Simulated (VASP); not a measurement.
# BeS in VASP: further runs

Aim: see how the results for BeS move with the level of theory and the settings. Levels: PBE, r2SCAN. Tasks: single point.

Program: VASP 6.6.1. These are calculated values, not measurements. Logs are shortened: lines on timing, memory, paths and dates and some standing lists are left out, and cuts for length are marked.

## 1. The cell of the first run

It takes space group I4/mmm (No. 139, tetragonal). The conventional cell has a = 3.277 Å, b = 3.277 Å, c = 4.548 Å, α = 90.00°, β = 90.00°, γ = 90.00°. Within 3.0 Å of Be (site symmetry 4/mmm) lie 6 S at 2.27 to 2.32 Å. Within 3.0 Å of S (site symmetry 4/mmm) lie 6 Be at 2.27 to 2.32 Å.

## 2. Single point, PBE (uniaxial z strain -1.9%)

The input, INCAR:

```
SYSTEM = BeS
  PREC = Accurate
  ENCUT = 520
  EDIFF = 1E-7
  ISMEAR = -1
  SIGMA = 0.02
  LREAL = .FALSE.
  LASPH = .TRUE.
  NELM = 100
  ALGO = Normal
  ISIF = 2
  LWAVE = .FALSE.
  LCHARG = .FALSE.
  GGA = PE
  NBANDS = 11
```

The input, KPOINTS:

```
Automatic mesh
0
G
  10 10 10
  0 0 0
```

The input, POSCAR:

```
BeS
1.0
    0.0000000000      2.3172971951      2.2739637376
    2.3172971951      0.0000000000      2.2739637376
    2.3172971951      2.3172971951      0.0000000000
Be S
1 1
Direct
    0.0000000000      0.0000000000      0.0000000000
    0.5000000000      0.5000000000      0.5000000000
```

Potentials or basis: VASP PAW PBE potentials, release 64 (Be, S).

On the command line:

```bash
$ cat potpaw_PBE.64/Be/POTCAR potpaw_PBE.64/S/POTCAR > POTCAR
$ mpirun -np 1 vasp_std > vasp.out
```

OUTCAR:

```text
SYSTEM = BeS
   PREC = Accurate
   ENCUT = 520
   EDIFF = 1E-7
   ISMEAR = -1
   LREAL = .FALSE.
   LASPH = .TRUE.
   NELM = 100
   ISIF = 2
   GGA = PE

 ion  position               nearest neighbor table
   1  0.000  0.000  0.000-   2 2.27   2 2.27   2 2.32   2 2.32   2 2.32   2 2.32
   2  0.500  0.500  0.500-   1 2.27   1 2.27   1 2.32   1 2.32   1 2.32   1 2.32

  LATTYP: Found a body centered tetragonal cell.
 ALAT       =     3.2771531214
 C/A-ratio  =     1.3877677688

  Lattice vectors:

 A1 = (   0.0000000000,  -2.3172971951,  -2.2739637376)
 A2 = (   0.0000000000,   2.3172971951,  -2.2739637376)
 A3 = (   2.3172971951,   0.0000000000,   2.2739637376)

Analysis of symmetry for initial positions (statically):
=====================================================================
 Subroutine PRICEL returns:
 Original cell was already a primitive cell.

 Routine SETGRP: Setting up the symmetry group for a
 body centered tetragonal supercell.

 Subroutine GETGRP returns: Found 16 space group operations
 (whereof 16 operations were pure point group operations)
 out of a pool of 16 trial point group operations.

The static configuration has the point symmetry D_4h.

Analysis of symmetry for dynamics (positions and initial velocities):
=====================================================================
 Subroutine PRICEL returns:
 Original cell was already a primitive cell.

 Routine SETGRP: Setting up the symmetry group for a
 body centered tetragonal supercell.

 Subroutine GETGRP returns: Found 16 space group operations
 (whereof 16 operations were pure point group operations)
 out of a pool of 16 trial point group operations.

The dynamic configuration has the point symmetry D_4h.

 Subroutine INISYM returns: Found 16 space group operations
 (whereof 16 operations are pure point group operations),
 and found     1 'primitive' translations

----------------------------------------------------------------------------------------

                                     Primitive cell

  volume of cell :      24.4218

  direct lattice vectors                    reciprocal lattice vectors
     0.000000000  2.317297195  2.273963738    -0.215768612  0.215768612  0.219880375
     2.317297195  0.000000000  2.273963738     0.215768612 -0.215768612  0.219880375
     2.317297195  2.317297195  0.000000000     0.215768612  0.215768612 -0.219880375

  length of vectors
     3.246656337  3.246656337  3.277153121     0.376111111  0.376111111  0.376111111

  position of ions in fractional coordinates (direct lattice)
     0.000000000  0.000000000  0.000000000
     0.500000000  0.500000000  0.500000000

  ion indices of the primitive-cell ions
   primitive index   ion index
                 1           1
                 2           2

----------------------------------------------------------------------------------------

 KPOINTS: Automatic mesh

Automatic generation of k-mesh.
 Grid dimensions read from file:
 generate k-points for:   10   10   10

 Generating k-lattice:

  Cartesian coordinates                     Fractional coordinates (reciprocal lattice)
    -0.021576861  0.021576861  0.021988038     0.100000000  0.000000000  0.000000000
     0.021576861 -0.021576861  0.021988038     0.000000000  0.100000000  0.000000000
     0.021576861  0.021576861 -0.021988038     0.000000000  0.000000000  0.100000000

  Length of vectors
     0.037611111  0.037611111  0.037611111

  Shift w.r.t. Gamma in fractional coordinates (k-lattice)
     0.000000000  0.000000000  0.000000000

 Subroutine IBZKPT returns following result:
 ===========================================

 Found    102 irreducible k-points:

 Following reciprocal coordinates:
            Coordinates               Weight
  0.000000  0.000000  0.000000      1.000000
  0.100000 -0.000000  0.000000      8.000000
  0.200000 -0.000000  0.000000      8.000000
  0.300000 -0.000000  0.000000      8.000000
  0.400000 -0.000000  0.000000      8.000000
  0.500000 -0.000000  0.000000      4.000000
[... 16 lines left out ...]
  0.300000  0.300000  0.000000      2.000000
  0.400000  0.300000  0.000000      8.000000
 [... further k-points ...]
   k-points           NKPTS =    102   k-points in BZ     NKDIM =    102   number of bands    NBANDS=     11
   number of dos      NEDOS =    301   number of ions     NIONS =      2
   total plane-waves  NPLWV =  13824
   dimension x,y,z NGX =    24 NGY =   24 NGZ =   24
   dimension x,y,z NGXF=    48 NGYF=   48 NGZF=   48
   ions per type =               1   1
   NGX,Y,Z   is equivalent  to a cutoff of  12.29, 12.29, 12.17 a.u.
   NGXF,Y,Z  is equivalent  to a cutoff of  24.58, 24.58, 24.35 a.u.
 SYSTEM =  BeS
   PREC   = accura    normal or accurate (medium, high low for compatibility)
   ISTART =      0    job   : 0-new  1-cont  2-samecut
   ICHARG =      2    charge: 1-file 2-atom 10-const
   ISPIN  =      1    spin polarized calculation?
   LNONCOLLINEAR =      F non collinear calculations
   LSORBIT =      F    spin-orbit coupling
   LASPH  =      T    aspherical Exc in radial PAW
   ENCUT  =  520.0 eV  38.22 Ry    6.18 a.u.   6.04  6.04  6.09*2*pi/ulx,y,z
   NELM   =    100;   NELMIN=  2; NELMDL= -5     # of ELM steps
   EDIFF  = 0.1E-06   stopping-criterion for ELM
   LREAL  =      F    real-space projection
   EDIFFG = 0.1E-05   stopping-criterion for IOM
   NSW    =      0    number of steps for IOM
   IBRION =     -1    ionic relax: 0-MD 1-quasi-New 2-CG
   NFREE  =      0    steps in history (QN), initial steepest desc. (CG)
   ISIF   =      2    stress and relaxation
   ISYM   =      2    0-nonsym 1-usesym 2-fastsym
   POTIM  = 0.5000    time-step for ionic-motion
   TEBEG  =    0.0;   TEEND  =   0.0 temperature during run
   PSTRESS=    0.0 pullay stress
   NELECT =       8.0000    total number of electrons
   NUPDOWN=      -1.0000    fix difference up-down
   EMIN   =  10.00;   EMAX   =-10.00  energy-range for DOS
   EFERMI =   0.00;   METHOD = LEGACY
   ISMEAR =    -1;   SIGMA  =   0.02  broadening in eV -4-tet -1-fermi 0-gaus
   EFERMI_NEDOS =   21; number of points for ismear=-14 and -15
   IALGO  =     38    algorithm
   IMIX   =      4    mixing-type and parameters
     AMIX     =   0.40;   BMIX     =  1.00
     AMIX_MAG =   1.60;   BMIX_MAG =  1.00
  volume/ion in A,a.u.               =      12.21        82.40
  Fermi-wavevector in a.u.,A,eV,Ry     =   1.128528  2.132609 17.328058  1.273576
  Thomas-Fermi vector in A             =   2.265219
   LORBIT       =      0    0 simple, 1 ext, 2 COOP (PROOUT), +10 PAW based schemes
   GGA     = PE    functional components
   LHFCALC =     F    Hartree Fock is set to
   AEXX    =    0.0000 exact exchange contribution
   IVDW    =     0    specifies the selected vdW correction
   LEPSILON=     F    determine dielectric tensor
   LRPA    =     F    only Hartree local field effects (RPA)
 non-spin polarized calculation
  energy-cutoff  :      520.00
  volume of cell :       24.42
 maximum number of plane-waves:       672
   NGX = 13   NGY = 13   NGZ = 13

 number of electron       8.0000000 magnetization

 Free energy of the ion-electron system (eV)
  ---------------------------------------------------
  ext. energy  EPLUGINS =         0.00000000
  ---------------------------------------------------
  free energy    TOTEN  =        -8.89063182 eV

  energy without entropy =       -8.89063182  energy(sigma->0) =       -8.89063182

 E-fermi :   7.2717     XC(G=0): -10.6868

 val. band max:        6.7841863763   @ k =  -0.1000   0.1000   0.0000
 cond. band min:       7.6866129481   @ k =   0.5000   0.5000   0.0000
 fundamental gap:      0.9024265717
 Fermi energy:         7.2717342051

 k-point     1 :       0.0000    0.0000    0.0000
  band No.  band energies     occupation
      1      -8.4271      2.00000
      2       6.3629      2.00000
      3       6.5986      2.00000
      4       6.5986      2.00000
      5      12.3317      0.00000
      6      15.5634      0.00000
      7      15.5634      0.00000
      8      15.7938      0.00000
      9      16.2906      0.00000
     10      16.2906      0.00000
     11      16.9697      0.00000

 k-point     2 :       0.1000   -0.0000    0.0000
  band No.  band energies     occupation
      1      -8.2764      2.00000
      2       5.5744      2.00000
      3       6.4248      2.00000
      4       6.5406      2.00000
      5      12.7023      0.00000
      6      14.8526      0.00000
      7      15.0941      0.00000
      8      15.3403      0.00000
      9      16.1368      0.00000
     10      16.2738      0.00000
     11      16.9720      0.00000

 k-point     3 :       0.2000   -0.0000    0.0000
  band No.  band energies     occupation
      1      -7.8394      2.00000
      2       3.6784      2.00000
      3       6.3553      2.00000
      4       6.4145      2.00000
      5      12.3919      0.00000
      6      13.1919      0.00000
      7      13.4890      0.00000
      8      16.0622      0.00000
      9      17.2642      0.00000
     10      17.3017      0.00000
     11      17.4179      0.00000

 k-point     4 :       0.3000   -0.0000    0.0000
  band No.  band energies     occupation
      1      -7.1769      2.00000
      2       1.7020      2.00000
      3       6.3060      2.00000
      4       6.3247      2.00000
      5      11.6312      0.00000
      6      11.8463      0.00000
      7      12.1145      0.00000
      8      16.9408      0.00000
      9      18.6367      0.00000
     10      18.9748      0.00000
     11      19.0202      0.00000
[... 239 lines left out ...]
 k-point    22 :      -0.2000    0.2000    0.0000
  band No.  band energies     occupation
      1      -6.9528      2.00000
      2       2.4222      2.00000
      3       3.5765      2.00000
      4       6.5844      2.00000
      5      11.4631      0.00000
      6      11.5476      0.00000
      7      15.2485      0.00000
      8      15.3710      0.00000
      9      17.6072      0.00000
     10      19.0812      0.00000
     11      22.5243      0.00000

 k-point    23 :       0.3000    0.3000    0.0000
  band No.  band energies     occupation
      1      -6.6619      2.00000
      2       2.6339      2.00000
      3       4.3191      2.00000
      4       4.3191      2.00000
      5       9.0672      0.00000
      6      12.0750      0.00000
      7      17.0500      0.00000
      8      17.0500      0.00000
      9      17.4077      0.00000
     10      20.6521      0.00000
     11      22.9696      0.00000

 k-point    24 :       0.4000    0.3000    0.0000
  band No.  band energies     occupation
      1      -6.0497      2.00000
      2       1.5257      2.00000
      3       3.7113      2.00000
      4       4.0784      2.00000
      5       8.7258      0.00000
      6      12.1603      0.00000
      7      16.5472      0.00000
      8      17.0111      0.00000
      9      18.8951      0.00000
     10      22.3785      0.00000
     11      24.2431      0.00000

 [... further k-points ...]

------------------------ aborting loop because EDIFF is reached ----------------------------------------

  FORCE on cell =-STRESS in cart. coord.  units (eV):
  Direction    XX          YY          ZZ          XY          YZ          ZX
  --------------------------------------------------------------------------------------
  -------------------------------------------------------------------------------------
  Total        0.1494578      0.1494578      0.4823112      0.0000000      0.0000000     -0.0000000
  in kB        9.8051042      9.8051042     31.6417800      0.0000000      0.0000000     -0.0000000
  external PRESSURE =      17.0839962 kB  Pullay stress =       0.0000000 kB

 VOLUME and BASIS-vectors are now :
 -----------------------------------------------------------------------------
  energy-cutoff  :      520.00
  volume of cell :       24.42
      direct lattice vectors                 reciprocal lattice vectors
     0.000000000  2.317297195  2.273963738    -0.215768612  0.215768612  0.219880375
     2.317297195  0.000000000  2.273963738     0.215768612 -0.215768612  0.219880375
     2.317297195  2.317297195  0.000000000     0.215768612  0.215768612 -0.219880375

 POSITION                                       TOTAL-FORCE (eV/Angst)
 -----------------------------------------------------------------------------------
      0.00000      0.00000      0.00000        -0.000000     -0.000000      0.000000
      2.31730      2.31730      2.27396         0.000000      0.000000     -0.000000
 -----------------------------------------------------------------------------------
    total drift:                               -0.000000     -0.000000      0.000000

  FREE ENERGIE OF THE ION-ELECTRON SYSTEM (eV)
  ---------------------------------------------------
  free  energy   TOTEN  =        -8.8906318195 eV

  energy  without entropy=       -8.8906318195  energy(sigma->0) =       -8.89063182
```

Wall time 6.7 s (1 thread of Intel Xeon 6975P-C (Granite Rapids), shared host); peak memory 0.15 GiB.

Results:

```yaml
Free_energy: -8.8906 eV
Pressure: 1.7 GPa
Band_gap_on_the_k_mesh: 0.90 eV (least direct gap 4.12 eV)
```

Stress tensor (GPa, compression positive):
```
0.98 0.00 0.00
0.00 0.98 0.00
0.00 0.00 3.16
```

Caveat: the cell differs from its parent crystal (uniaxial z strain -1.9%); the structure was generated, so it needn't be the stable form of BeS. A k mesh can miss the band edges.

(Continued in part 2 of 2.)
